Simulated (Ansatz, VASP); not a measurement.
# One calculation of SrCl2, two programs

The input POSCAR:

```
SrCl2
1.0
    2.3331483831      1.4183888039      4.0153159702
   -2.3331483831      1.4183888039      4.0153159702
    0.0000000000     -2.8367776077      4.0153159702
Sr Cl
1 2
Direct
    0.0000000000      0.0000000000      0.0000000000
    0.2442215992      0.2442215992      0.2556859998
    0.7557784008      0.7557784008      0.7443140002
```

The input INCAR.step1:

```
SYSTEM = SrCl2
PREC = Accurate
ENCUT = 520
ISMEAR = 0
SIGMA = 0.01
LREAL = .FALSE.
LASPH = .TRUE.
NELM = 60
NBANDS = 19
GGA = PE
ALGO = Normal
EDIFF = 1E-4
LWAVE = .TRUE.
LCHARG = .FALSE.
```

File INCAR.step2:

```
SYSTEM = SrCl2
PREC = Accurate
ENCUT = 520
EDIFF = 1E-6
ISMEAR = 0
SIGMA = 0.01
LREAL = .FALSE.
LASPH = .TRUE.
NELM = 60
ALGO = Normal
ISIF = 2
LWAVE = .FALSE.
LCHARG = .TRUE.
METAGGA = R2SCAN
LMIXTAU = .TRUE.
LELF = .TRUE.
LVHAR = .TRUE.
NBANDS = 19
ISTART = 1
```

KPOINTS

```
Automatic mesh
0
G
  6 6 6
  0 0 0
```

Input for Ansatz:

```yaml
crystal:
  lattice:
    - [2.3331483831, 1.4183888039, 4.0153159702]
    - [-2.3331483831, 1.4183888039, 4.0153159702]
    - [0.0, -2.8367776077, 4.0153159702]
  atoms:
    - { symbol: Sr, position: [0.0, 0.0, 0.0] }
    - { symbol: Cl, position: [0.2442215992, 0.2442215992, 0.2556859998] }
    - { symbol: Cl, position: [0.7557784008, 0.7557784008, 0.7443140002] }
kpoints:
  mp_grid: { grid: [6, 6, 6] }
  band_path:
    path:
      - [0.0, 0.0, 0.0]
      - [0.5, 0.5, 0.5]
      - [0.7501454876, 0.2498545124, 0.5]
      - [0.5, -0.2498545124, 0.2498545124]
      - [0.5, 0.0, 0.0]
      - [0.3749272562, -0.3749272562, 0.0]
      - [0.6250727438, 0.0, 0.3749272562]
      - [0.5, 0.0, 0.5]
      - [0.0, 0.5, 0.5]
      - [0.5, 0.5, 0.0]
    npoints: 1
hamiltonian:
  xc: r2scan
scf:
  occupations: { method: fixed }
  n_extra_bands: 4
output:
  forces: true
  stress: true
  eigenvalues: true
```

Change from the starting cell: uniaxial_x strain -5.0%.

Alike in both runs: task single point; functional r2SCAN; k mesh 6 × 6 × 6; no spin polarisation.

```csv
,VASP,Ansatz
version,VASP 6.6.1,Ansatz 0.2.0
potentials or method,"VASP PAW PBE potentials, release 64 (Sr_sv, Cl)","plane waves, PAW"
plane-wave cutoff (eV),520,500
occupations,"gaussian, width 0.01 eV",fixed
valence electrons in the cell,24,24
```

```tsv
	VASP	Ansatz	Ansatz less VASP
gap on the k mesh at the Fermi level (eV)	5.88	5.88	-0.001
pressure (GPa)	3.2	3.1	-0.08
traceless stress, the component that is largest in VASP (GPa)	1.01	1.00	-0.004
```

VASP's potentials were made for PBE, not for r2SCAN.
